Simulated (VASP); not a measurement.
# SiO2 (P4_2/mnm) in VASP: notebook, part 3 of 3

VASP 6.6.1. Earlier steps stand in the parts before.

**4. Relaxation of cell and atoms, r2SCAN**

POSCAR

```
SiO2
1.0
    4.2356795933      0.0000000000      0.0000000000
    0.0000000000      4.2356795933      0.0000000000
    0.0000000000      0.0000000000      2.6906431300
Si O
2 4
Direct
    0.0000000000      0.0000000000      0.0000000000
    0.5000000000      0.5000000000      0.5000000000
    0.3069724967      0.3069724967      0.0000000000
    0.1930275033      0.8069724967      0.5000000000
    0.8069724967      0.1930275033      0.5000000000
    0.6930275033      0.6930275033      0.0000000000
```

INCAR.step1

```
SYSTEM = SiO2
ALGO     = Normal         ! electronic algorithm
EDIFF    = 1E-4           ! SCF threshold, eV
ENCUT    = 600            ! plane-wave cutoff, eV
GGA      = PE             ! functional
ISMEAR   = -1             ! smearing method
LASPH    = .True.         ! aspherical terms in the spheres
LCHARG   = .False.        ! write CHGCAR
LREAL    = .False.        ! projectors in reciprocal space
LWAVE    = .True.         ! write WAVECAR
NELM     = 60             ! most SCF steps
PREC     = Accurate       ! precision mode
SIGMA    = 0.02           ! smearing width, eV
```

INCAR.step2

```
SYSTEM = SiO2
ALGO     = Normal         ! electronic algorithm
EDIFF    = 1E-6           ! SCF threshold, eV
EDIFFG   = -0.005         ! ionic threshold
ENCUT    = 600            ! plane-wave cutoff, eV
IBRION   = 2              ! ionic algorithm
ISIF     = 3              ! what is computed and relaxed
ISMEAR   = -1             ! smearing method
ISTART   = 1            
LASPH    = .True.         ! aspherical terms in the spheres
LCHARG   = .False.        ! write CHGCAR
LMIXTAU  = .True.       
LREAL    = .False.        ! projectors in reciprocal space
LWAVE    = .False.        ! write WAVECAR
METAGGA  = R2SCAN         ! meta-GGA
NELM     = 60             ! most SCF steps
NSW      = 80             ! ionic steps
PREC     = Accurate       ! precision mode
SIGMA    = 0.02           ! smearing width, eV
```

KPOINTS

```
k-points
0
Gamma
  6 6 8
  0 0 0
```

Potentials or basis: VASP PAW PBE potentials, release 64 (Si, O).

Launch:

```console
> cat potpaw_PBE.64/Si/POTCAR potpaw_PBE.64/O/POTCAR > POTCAR
> cp INCAR.step1 INCAR
> mpirun -np 1 vasp_std > vasp.out
> cp INCAR.step2 INCAR
> mpirun -np 1 vasp_std > vasp.out
```

OUTCAR:

```text
SYSTEM = SiO2
   EDIFF = 1E-6
   EDIFFG = -0.005
   ENCUT = 600
   IBRION = 2
   ISIF = 3
   ISMEAR = -1
   ISTART = 1
   LASPH = .True.
   LREAL = .False.
   METAGGA = R2SCAN
   NELM = 60
   NSW = 80
   PREC = Accurate

 ion  position               nearest neighbor table
   1  0.000  0.000  0.000-   4 1.77   5 1.77   4 1.77   5 1.77   3 1.84   6 1.84
   2  0.500  0.500  0.500-   3 1.77   6 1.77   3 1.77   6 1.77   5 1.84   4 1.84
   3  0.307  0.307  0.000-   2 1.77   2 1.77   1 1.84
   4  0.193  0.807  0.500-   1 1.77   1 1.77   2 1.84
   5  0.807  0.193  0.500-   1 1.77   1 1.77   2 1.84
   6  0.693  0.693  0.000-   2 1.77   2 1.77   1 1.84

  LATTYP: Found a simple tetragonal cell.
 ALAT       =     4.2356795933
 C/A-ratio  =     0.6352329232

  Lattice vectors:

 A1 = (   4.2356795933,   0.0000000000,   0.0000000000)
 A2 = (   0.0000000000,   4.2356795933,   0.0000000000)
 A3 = (   0.0000000000,   0.0000000000,   2.6906431300)

Analysis of symmetry for initial positions (statically):
=====================================================================
 Subroutine PRICEL returns:
 Original cell was already a primitive cell.

 Routine SETGRP: Setting up the symmetry group for a
 simple tetragonal supercell.

 Subroutine GETGRP returns: Found 16 space group operations
 (whereof  8 operations were pure point group operations)
 out of a pool of 16 trial point group operations.

The static configuration has the point symmetry D_2h.
 The point group associated with its full space group is D_4h.

Analysis of symmetry for dynamics (positions and initial velocities):
=====================================================================
 Subroutine PRICEL returns:
 Original cell was already a primitive cell.

 Routine SETGRP: Setting up the symmetry group for a
 simple tetragonal supercell.

 Subroutine GETGRP returns: Found 16 space group operations
[... 137 lines left out ...]
   METAGGA = R2SCAN    functional components
   LHFCALC =     F    Hartree Fock is set to
   AEXX    =    0.0000 exact exchange contribution
   IVDW    =     0    specifies the selected vdW correction
   LEPSILON=     F    determine dielectric tensor
   LRPA    =     F    only Hartree local field effects (RPA)
 conjugate gradient relaxation of ions
 non-spin polarized calculation
  energy-cutoff  :      600.00
  volume of cell :       48.27
 maximum number of plane-waves:      1634
 NGX is ok and might be reduce to    36
   NGX = 17   NGY = 17   NGZ = 11

--------------------------------------- Ionic step        1  -------------------------------------------

 number of electron      32.0000007 magnetization

 Free energy of the ion-electron system (eV)
  ---------------------------------------------------
  ext. energy  EPLUGINS =         0.00000000
  ---------------------------------------------------
  free energy    TOTEN  =       -58.76334985 eV

  energy without entropy =      -58.76334985  energy(sigma->0) =      -58.76334985

------------------------ aborting loop because EDIFF is reached ----------------------------------------

  FORCE on cell =-STRESS in cart. coord.  units (eV):
  Direction    XX          YY          ZZ          XY          YZ          ZX
  --------------------------------------------------------------------------------------
  -------------------------------------------------------------------------------------
  Total       -2.8301718     -2.8301718     -2.9577705      0.0000000      0.0000000      0.0000000
  in kB      -93.9336243    -93.9336243    -98.1686370      0.0000000      0.0000000      0.0000000
  external PRESSURE =     -95.3452952 kB  Pullay stress =       0.0000000 kB
[... 267 lines left out ...]
--------------------------------------- Ionic step        8  -------------------------------------------

 number of electron      32.0000000 magnetization

 Free energy of the ion-electron system (eV)
  ---------------------------------------------------
  ext. energy  EPLUGINS =         0.00000000
  ---------------------------------------------------
  free energy    TOTEN  =       -58.81048705 eV

  energy without entropy =      -58.81048705  energy(sigma->0) =      -58.81048705

 E-fermi :   8.2661     XC(G=0): -12.8716

 val. band max:        7.8008614209   @ k =   0.0000   0.0000   0.0000
 cond. band min:      14.3066914021   @ k =   0.0000   0.0000   0.0000
 fundamental gap:      6.5058299813
 Fermi energy:         8.2661355495

 k-point     1 :       0.0000    0.0000    0.0000
  band No.  band energies     occupation
      1     -15.7354      2.00000
      2     -12.1496      2.00000
      3     -12.1496      2.00000
      4     -11.8728      2.00000
      5      -3.2502      2.00000
      6       1.2942      2.00000
[... 541 lines left out ...]
     19      19.4206      0.00000
     20      19.4206      0.00000

 [... further k-points ...]

------------------------ aborting loop because EDIFF is reached ----------------------------------------

  FORCE on cell =-STRESS in cart. coord.  units (eV):
  Direction    XX          YY          ZZ          XY          YZ          ZX
  --------------------------------------------------------------------------------------
  -------------------------------------------------------------------------------------
  Total       -0.0181794     -0.0181794     -0.0249168      0.0000000      0.0000000      0.0000000
  in kB       -0.6235077     -0.6235077     -0.8545832      0.0000000      0.0000000      0.0000000
  external PRESSURE =      -0.7005329 kB  Pullay stress =       0.0000000 kB
[... 21 lines left out ...]
  FREE ENERGIE OF THE ION-ELECTRON SYSTEM (eV)
  ---------------------------------------------------
  free  energy   TOTEN  =       -58.8104870530 eV

  energy  without entropy=      -58.8104870530  energy(sigma->0) =      -58.81048705

 reached required accuracy - stopping structural energy minimisation
```

OUTCAR.step1:

```text
SYSTEM = SiO2
   EDIFF = 1E-4
   ENCUT = 600
   GGA = PE
   ISMEAR = -1
   LASPH = .True.
   LREAL = .False.
   NELM = 60
[... 789 lines left out ...]
      0.81760      3.41808      1.34532         0.013601     -0.013601      0.000000
      3.41808      0.81760      1.34532        -0.013601      0.013601      0.000000
      2.93544      2.93544      0.00000         0.013601      0.013601      0.000000
 -----------------------------------------------------------------------------------
    total drift:                                0.000000     -0.000000      0.000000

  FREE ENERGIE OF THE ION-ELECTRON SYSTEM (eV)
  ---------------------------------------------------
  free  energy   TOTEN  =       -46.3309929844 eV

  energy  without entropy=      -46.3309929844  energy(sigma->0) =      -46.33099298
```

OSZICAR.step1:

```text
N       E                     dE             d eps       ncg     rms          rms(c)
DAV:   1     0.186462930008E+03    0.18646E+03   -0.19656E+04  2016   0.172E+03
DAV:   2    -0.425534386843E+02   -0.22902E+03   -0.22028E+03  2744   0.344E+02
DAV:   3    -0.508293844656E+02   -0.82759E+01   -0.82402E+01  2396   0.692E+01
DAV:   4    -0.508985957308E+02   -0.69211E-01   -0.69137E-01  2364   0.714E+00
DAV:   5    -0.508993856436E+02   -0.78991E-03   -0.78980E-03  2292   0.744E-01    0.170E+01
DAV:   6    -0.462862634734E+02    0.46131E+01   -0.18575E+01  2244   0.304E+01    0.758E+00
DAV:   7    -0.463107927459E+02   -0.24529E-01   -0.50147E-01  2344   0.505E+00    0.290E+00
DAV:   8    -0.463242601479E+02   -0.13467E-01   -0.18253E-02  2248   0.141E+00    0.109E+00
DAV:   9    -0.463308064256E+02   -0.65463E-02   -0.84397E-03  2308   0.999E-01    0.269E-01
DAV:  10    -0.463310418600E+02   -0.23543E-03   -0.88962E-04  2356   0.248E-01    0.514E-02
DAV:  11    -0.463309929844E+02    0.48876E-04   -0.19397E-04  1264   0.110E-01
   1 F= -.46330993E+02 E0= -.46330993E+02  d E =-.121339E-12
```

Run time: 6.6 min. Hardware: 1 thread of Intel Xeon 6975P-C (Granite Rapids), shared host; peak memory 0.2 GiB.

What came out:

* Free energy: -58.8105 eV
* Relaxed volume: 7.79 Å³/atom
* Relaxed cell: a = 4.181 Å, b = 4.181 Å, c = 2.672 Å, α = 90.00°, β = 90.00°, γ = 90.00°
* Space group after relaxing (to 0.1 Å): P4_2/mnm (No. 136)
* Energy gained by relaxing: 7.9 meV/atom
* Ionic steps: 8
* Pressure after relaxing: -0.1 GPa
* Largest force after relaxing: 0.004 eV/Å
* Band gap on the k mesh: 6.51 eV

Forces on the atoms (eV/Å):
```
Si   0.000  0.000  0.000
Si   0.000  0.000  0.000
O    0.003  0.003  0.000
O   -0.003  0.003  0.000
O    0.003 -0.003  0.000
O   -0.003 -0.003  0.000
```

Step by step:
| step | energy change (eV) | largest force (eV/Å) | pressure (GPa) | volume (Å³) |
| --- | --- | --- | --- | --- |
| 1 | 0.0000 | 0.0691 | -9.53 | 48.27 |
| 2 | 0.0447 | 0.5944 | 15.04 | 45.00 |
| 3 | -0.0429 | 0.1869 | -0.26 | 46.89 |
| 4 | -0.0429 | 0.1924 | -0.06 | 46.87 |
| 5 | -0.0468 | 0.0245 | 0.15 | 46.70 |
| 6 | -0.0468 | 0.0297 | 0.15 | 46.69 |
| 7 | -0.0471 | 0.0026 | -0.14 | 46.72 |
| 8 | -0.0471 | 0.0042 | -0.07 | 46.71 |

Final structure:
```
Si O
1.0
     4.18115    0.00000    0.00000
     0.00000    4.18115    0.00000
     0.00000    0.00000    2.67213
Si O
2 4
Direct
  0.00000 0.00000 0.00000
  0.50000 0.50000 0.50000
  0.30588 0.30588 0.00000
  0.19412 0.80588 0.50000
  0.80588 0.19412 0.50000
  0.69412 0.69412 0.00000
```

Caveat: the PAW data sets were made with another functional, which shifts forces and pressure a little. A k mesh can miss the band edges.

**5. Summary**

| task | level | cell | cutoff (eV) | gap on the mesh (eV) | pressure (GPa) | largest force (eV/Å) |
| --- | --- | --- | --- | --- | --- | --- |
| single point | PBE | a = 4.236, b = 4.236, c = 2.691 Å, 6 atoms | 520 | 5.03 | 0.2 | 0.02 |
| single point | r2SCAN | a = 4.185, b = 4.185, c = 2.669 Å, 6 atoms | 520 | 6.51 | 0.4 | 0.02 |
| relaxation of cell and atoms | r2SCAN | relaxed from a = 4.236, b = 4.236, c = 2.691 Å, 6 atoms | 600 | 6.51 | -0.1 | - |

Alike in all rows: potentials or basis VASP PAW PBE potentials, release 64 (Si, O); no spin polarisation; k mesh 6 × 6 × 8; smearing fermi-dirac 0.02 eV.

Caveats: the PAW data sets were made with another functional, which shifts forces and pressure a little (at least some runs).

Total energies depend on the potentials used, so only differences within one code and one set of settings carry meaning.
